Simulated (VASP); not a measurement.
CdSe:

```
Cd Se
1.0
     4.30000    0.00000    0.00000
    -2.15000    3.72391    0.00000
     0.00000    0.00000    7.02000
Cd Se
2 2
Direct
  0.33333 0.66667 0.00000
  0.66667 0.33333 0.50000
  0.33333 0.66667 0.38500
  0.66667 0.33333 0.88500
```

| Quantity | Value |
| --- | --- |
| Program | VASP 6.6.1 |
| Task | relaxation of cell and atoms |
| Functional | PBE |
| Potentials or basis | VASP PAW PBE potentials, release 64 (Cd, Se) |
| Cutoff | 600 eV |
| k mesh | 6 × 6 × 4 |
| Occupations | gaussian, width 0.01 eV |
| Spin | no spin polarisation |

At the start: pressure 3.3 GPa; volume 28.10 Å³/atom.

**Question.** Where does the relaxation end?

**Answer.** Over 12 steps the energy falls by 22.0 meV/atom and the volume is 29.90 Å³/atom (+6.4 %); space group P6_3mc (No. 186, to 0.1 Å) before and after.

Step by step:
```tsv
step	energy change (eV)	largest force (eV/Å)	pressure (GPa)	volume (Å³)
1	0.0000	0.2922	3.30	112.41
2	-0.0776	0.0479	-0.87	122.08
3	-0.0840	0.0922	-0.08	119.81
4	-0.0840	0.0891	-0.13	119.97
5	-0.0854	0.0558	-0.06	119.78
6	-0.0861	0.0079	0.03	119.53
7	-0.0873	0.0092	0.04	119.51
8	-0.0881	0.0112	0.06	119.46
9	-0.0881	0.0001	-0.04	119.73
10	-0.0881	0.0038	-0.01	119.64
11	-0.0881	0.0035	-0.01	119.64
12	-0.0881	0.0005	0.00	119.61
```

Final structure:
```yaml
crystal:
  lattice:
    - [4.39082, 0.00000, 0.00000]
    - [-2.19541, 3.80256, 0.00000]
    - [0.00000, 0.00000, 7.16361]
  atoms:
    - { symbol: Cd, position: [0.33333, 0.66667, 0.00461] }
    - { symbol: Cd, position: [0.66667, 0.33333, 0.50461] }
    - { symbol: Se, position: [0.33333, 0.66667, 0.38039] }
    - { symbol: Se, position: [0.66667, 0.33333, 0.88039] }
```
